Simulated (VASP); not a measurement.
# Ge (I4_1/amd) in VASP: further runs

Ge is run at these levels: PBE; tasks: electric field gradients.

Program: VASP 6.6.1. These are calculated values, not measurements. Logs are shortened: lines on timing, memory, paths and dates and some standing lists are left out, and cuts for length are marked.

**1. The cell of the first run**

The structure is tetragonal, space group I4_1/amd (No. 141). The conventional cell has a = 4.000 Å, b = 4.000 Å, c = 5.714 Å, α = 90.00°, β = 90.00°, γ = 90.00°. Ge (site symmetry -4m2) has 4 Ge at 2.46 Å within 3.2 Å.

**2. Electric field gradients, PBE (zz strain of +1 %)**

File INCAR:

```
PREC = Accurate
ENCUT = 520
EDIFF = 1E-8
ISMEAR = -1
SIGMA = 0.05
LREAL = F
LASPH = T
NELM = 100
ALGO = Normal
ISIF = 2
LWAVE = F
LCHARG = F
GGA = PE
LEFG = T
NBANDS = 21
```

File KPOINTS:

```
Automatic mesh
0
Gamma
  10 10 10
```

File POSCAR:

```
Ge
1.0
    0.0000000000      2.8287700000      2.8570577000
    2.8287700000      0.0000000000      2.8570577000
    2.8287700000      2.8287700000      0.0000000000
Ge
2
Direct
    0.5000000000      0.5000000000      0.5000000000
    0.7500000000      0.7500000000      0.7500000000
```

Potentials or basis: VASP PAW PBE potentials, release 64 (Ge_d).

Started as:

```
> cat potpaw_PBE.64/Ge_d/POTCAR > POTCAR
> mpirun -np 1 vasp_std > vasp.out
```

OUTCAR:

```text
PREC = Accurate
   ENCUT = 520
   EDIFF = 1E-8
   ISMEAR = -1
   LREAL = F
   LASPH = T
   NELM = 100
   ISIF = 2
   GGA = PE

 ion  position               nearest neighbor table
   1  0.500  0.500  0.500-   2 2.46   2 2.46   2 2.46   2 2.46
   2  0.750  0.750  0.750-   1 2.46   1 2.46   1 2.46   1 2.46

  LATTYP: Found a body centered tetragonal cell.
 ALAT       =     4.0004848988
 C/A-ratio  =     1.4283556980

  Lattice vectors:

 A1 = (  -2.8287700000,   0.0000000000,   2.8570577000)
 A2 = (   2.8287700000,   0.0000000000,   2.8570577000)
 A3 = (   0.0000000000,   2.8287700000,  -2.8570577000)

Analysis of symmetry for initial positions (statically):
=====================================================================
 Subroutine PRICEL returns:
 Original cell was already a primitive cell.

 Routine SETGRP: Setting up the symmetry group for a
 body centered tetragonal supercell.

 Subroutine GETGRP returns: Found 16 space group operations
 (whereof  8 operations were pure point group operations)
 out of a pool of 16 trial point group operations.

The static configuration has the point symmetry D_2d.
 The point group associated with its full space group is D_4h.

Analysis of symmetry for dynamics (positions and initial velocities):
=====================================================================
 Subroutine PRICEL returns:
 Original cell was already a primitive cell.

 Routine SETGRP: Setting up the symmetry group for a
 body centered tetragonal supercell.

 Subroutine GETGRP returns: Found 16 space group operations
 (whereof  8 operations were pure point group operations)
 out of a pool of 16 trial point group operations.

The dynamic configuration has the point symmetry D_2d.
 The point group associated with its full space group is D_4h.

 Subroutine INISYM returns: Found 16 space group operations
 (whereof  8 operations are pure point group operations),
 and found     1 'primitive' translations

----------------------------------------------------------------------------------------

                                     Primitive cell

  volume of cell :      45.7240

  direct lattice vectors                    reciprocal lattice vectors
     0.000000000  2.828770000  2.857057700    -0.176755268  0.176755268  0.175005216
     2.828770000  0.000000000  2.857057700     0.176755268 -0.176755268  0.175005216
     2.828770000  2.828770000  0.000000000     0.176755268  0.176755268 -0.175005216

  length of vectors
     4.020537080  4.020537080  4.000484899     0.305142058  0.305142058  0.305142058

  position of ions in fractional coordinates (direct lattice)
     0.500000000  0.500000000  0.500000000
     0.750000000  0.750000000  0.750000000

  ion indices of the primitive-cell ions
   primitive index   ion index
                 1           1
                 2           2

----------------------------------------------------------------------------------------

 KPOINTS: Automatic mesh

Automatic generation of k-mesh.
 Grid dimensions read from file:
 generate k-points for:   10   10   10

 Generating k-lattice:

  Cartesian coordinates                     Fractional coordinates (reciprocal lattice)
    -0.017675527  0.017675527  0.017500522     0.100000000  0.000000000  0.000000000
     0.017675527 -0.017675527  0.017500522     0.000000000  0.100000000  0.000000000
     0.017675527  0.017675527 -0.017500522     0.000000000  0.000000000  0.100000000

  Length of vectors
     0.030514206  0.030514206  0.030514206

  Shift w.r.t. Gamma in fractional coordinates (k-lattice)
     0.000000000  0.000000000  0.000000000

 Subroutine IBZKPT returns following result:
 ===========================================

 Found    102 irreducible k-points:

 Following reciprocal coordinates:
            Coordinates               Weight
  0.000000  0.000000  0.000000      1.000000
  0.100000  0.000000  0.000000      8.000000
  0.200000  0.000000  0.000000      8.000000
  0.300000  0.000000  0.000000      8.000000
  0.400000  0.000000  0.000000      8.000000
  0.500000  0.000000  0.000000      4.000000
[... 16 lines left out ...]
  0.300000  0.300000  0.000000      2.000000
  0.400000  0.300000  0.000000      8.000000
 [... further k-points ...]
   k-points           NKPTS =    102   k-points in BZ     NKDIM =    102   number of bands    NBANDS=     21
   number of dos      NEDOS =    301   number of ions     NIONS =      2
   total plane-waves  NPLWV =  27000
   dimension x,y,z NGX =    30 NGY =   30 NGZ =   30
   dimension x,y,z NGXF=    60 NGYF=   60 NGZF=   60
   ions per type =               2
   NGX,Y,Z   is equivalent  to a cutoff of  12.40, 12.40, 12.47 a.u.
   NGXF,Y,Z  is equivalent  to a cutoff of  24.81, 24.81, 24.93 a.u.
 SYSTEM =  unknown system
   PREC   = accura    normal or accurate (medium, high low for compatibility)
   ISTART =      0    job   : 0-new  1-cont  2-samecut
   ICHARG =      2    charge: 1-file 2-atom 10-const
   ISPIN  =      1    spin polarized calculation?
   LNONCOLLINEAR =      F non collinear calculations
   LSORBIT =      F    spin-orbit coupling
   LASPH  =      T    aspherical Exc in radial PAW
   ENCUT  =  520.0 eV  38.22 Ry    6.18 a.u.   7.48  7.48  7.44*2*pi/ulx,y,z
   NELM   =    100;   NELMIN=  2; NELMDL= -5     # of ELM steps
   EDIFF  = 0.1E-07   stopping-criterion for ELM
   LREAL  =      F    real-space projection
   EDIFFG = 0.1E-06   stopping-criterion for IOM
   NSW    =      0    number of steps for IOM
   IBRION =     -1    ionic relax: 0-MD 1-quasi-New 2-CG
   NFREE  =      0    steps in history (QN), initial steepest desc. (CG)
   ISIF   =      2    stress and relaxation
   ISYM   =      2    0-nonsym 1-usesym 2-fastsym
   POTIM  = 0.5000    time-step for ionic-motion
   TEBEG  =    0.0;   TEEND  =   0.0 temperature during run
   PSTRESS=    0.0 pullay stress
   NELECT =      28.0000    total number of electrons
   NUPDOWN=      -1.0000    fix difference up-down
   EMIN   =  10.00;   EMAX   =-10.00  energy-range for DOS
   EFERMI =   0.00;   METHOD = LEGACY
   ISMEAR =    -1;   SIGMA  =   0.05  broadening in eV -4-tet -1-fermi 0-gaus
   EFERMI_NEDOS =   21; number of points for ismear=-14 and -15
   IALGO  =     38    algorithm
   IMIX   =      4    mixing-type and parameters
     AMIX     =   0.40;   BMIX     =  1.00
     AMIX_MAG =   1.60;   BMIX_MAG =  1.00
  volume/ion in A,a.u.               =      22.86       154.28
  Fermi-wavevector in a.u.,A,eV,Ry     =   1.390207  2.627110 26.295640  1.932675
  Thomas-Fermi vector in A             =   2.514164
   LORBIT       =      0    0 simple, 1 ext, 2 COOP (PROOUT), +10 PAW based schemes
   GGA     = PE    functional components
   LHFCALC =     F    Hartree Fock is set to
   AEXX    =    0.0000 exact exchange contribution
   IVDW    =     0    specifies the selected vdW correction
   LEPSILON=     F    determine dielectric tensor
   LRPA    =     F    only Hartree local field effects (RPA)
 non-spin polarized calculation
  energy-cutoff  :      520.00
  volume of cell :       45.72
 maximum number of plane-waves:      1255
 NGX is ok and might be reduce to    30
   NGX = 15   NGY = 15   NGZ = 15

 number of electron      28.0000016 magnetization

 Free energy of the ion-electron system (eV)
  ---------------------------------------------------
  ext. energy  EPLUGINS =         0.00000000
  ---------------------------------------------------
  free energy    TOTEN  =        -9.01525960 eV

  energy without entropy =       -9.01475439  energy(sigma->0) =       -9.01500700

 E-fermi :   4.9275     XC(G=0):  -9.8781

 val. band max:        4.9232785797   @ k =   0.0000   0.0000   0.0000
 cond. band min:       5.0504860475   @ k =   0.5000   0.0000   0.0000
 fundamental gap:      0.1272074678
 Fermi energy:         4.9274784263

 k-point     1 :       0.0000    0.0000    0.0000
  band No.  band energies     occupation
      1     -19.9045      2.00000
      2     -19.9045      2.00000
      3     -19.9023      2.00000
      4     -19.8687      2.00000
      5     -19.8680      2.00000
      6     -19.6659      2.00000
[... 13 lines left out ...]
     20      14.2520      0.00000
     21      14.4532      0.00000

 k-point     2 :       0.1000    0.0000    0.0000
  band No.  band energies     occupation
      1     -19.9101      2.00000
      2     -19.9087      2.00000
      3     -19.9021      2.00000
      4     -19.8609      2.00000
      5     -19.8604      2.00000
      6     -19.6726      2.00000
[... 13 lines left out ...]
     20      13.5734      0.00000
     21      13.7286      0.00000
[... 487 lines left out ...]
      5     -19.7790      2.00000
      6     -19.7723      2.00000
[... 13 lines left out ...]
     20      15.9575      0.00000
     21      15.9828      0.00000

 k-point    24 :       0.4000    0.3000    0.0000
  band No.  band energies     occupation
      1     -19.9377      2.00000
      2     -19.9326      2.00000
      3     -19.8896      2.00000
      4     -19.8072      2.00000
      5     -19.7894      2.00000
      6     -19.7621      2.00000
[... 13 lines left out ...]
     20      16.4337      0.00000
     21      16.6502      0.00000

 [... further k-points ...]
[... 5 lines left out ...]
  --------------------------------------------------------------------------------------
  -------------------------------------------------------------------------------------
  Total        0.8847388      0.8847388      0.6851725      0.0000000      0.0000000      0.0000000
  in kB       31.0014038     31.0014038     24.0085671      0.0000000      0.0000000      0.0000000
  external PRESSURE =      28.6704583 kB  Pullay stress =       0.0000000 kB

 VOLUME and BASIS-vectors are now :
 -----------------------------------------------------------------------------
  energy-cutoff  :      520.00
  volume of cell :       45.72
      direct lattice vectors                 reciprocal lattice vectors
     0.000000000  2.828770000  2.857057700    -0.176755268  0.176755268  0.175005216
     2.828770000  0.000000000  2.857057700     0.176755268 -0.176755268  0.175005216
     2.828770000  2.828770000  0.000000000     0.176755268  0.176755268 -0.175005216

 POSITION                                       TOTAL-FORCE (eV/Angst)
 -----------------------------------------------------------------------------------
      2.82877      2.82877      2.85706        -0.000000     -0.000000     -0.000000
      4.24315      4.24315      4.28559         0.000000      0.000000      0.000000
 -----------------------------------------------------------------------------------
    total drift:                                0.000000     -0.000000     -0.000000

  FREE ENERGIE OF THE ION-ELECTRON SYSTEM (eV)
  ---------------------------------------------------
  free  energy   TOTEN  =        -9.0152596045 eV

  energy  without entropy=       -9.0147543905  energy(sigma->0) =       -9.01500700

 Electric field gradients (V/A^2)
---------------------------------------------------------------------
 ion       V_xx      V_yy      V_zz      V_xy      V_xz      V_yz
---------------------------------------------------------------------
   1       0.209     0.209    -0.419     0.004     0.004     0.004
   2       0.209     0.209    -0.419     0.004     0.004     0.004
---------------------------------------------------------------------

 Electric field gradients after diagonalization (V/A^2)
 (convention: |V_zz| > |V_xx| > |V_yy|)
----------------------------------------------------------------------
 ion       V_xx      V_yy      V_zz     asymmetry (V_yy - V_xx)/ V_zz
----------------------------------------------------------------------
   1       0.214     0.205    -0.419       0.021
   2       0.214     0.205    -0.419       0.021
----------------------------------------------------------------------

           NMR quadrupolar parameters

 Cq : quadrupolar parameter    Cq=e*Q*V_zz/h
 eta: asymmetry parameters     (V_yy - V_xx)/ V_zz
 Q  : nuclear electric quadrupole moment in mb (millibarn)
----------------------------------------------------------------------
 ion       Cq(MHz)       eta       Q (mb)
----------------------------------------------------------------------
   1      -0.001       0.021       1.000
   2      -0.001       0.021       1.000
----------------------------------------------------------------------
```

Run time: 39 s. Hardware: 1 thread of Intel Xeon 6975P-C (Granite Rapids), shared host; peak memory 0.21 GiB.

Results:

```yaml
Free_energy: -9.0153 eV
Pressure: 2.9 GPa
Band_gap_on_the_k_mesh: zero (filled and empty bands touch)
```

Electric field gradients, principal values (V/Å²):
| atom | least | middle | greatest (by size) |
| --- | --- | --- | --- |
| 1 Ge | 0.205 | 0.214 | -0.419 |
| 2 Ge | 0.205 | 0.214 | -0.419 |

Caveat: the cell differs from its parent crystal (zz strain of +1 %); without QUAD_EFG the Cq values of the log hold for a quadrupole moment of 1 mb, not for the nuclei.

(Part 1 of 3 ends here.)
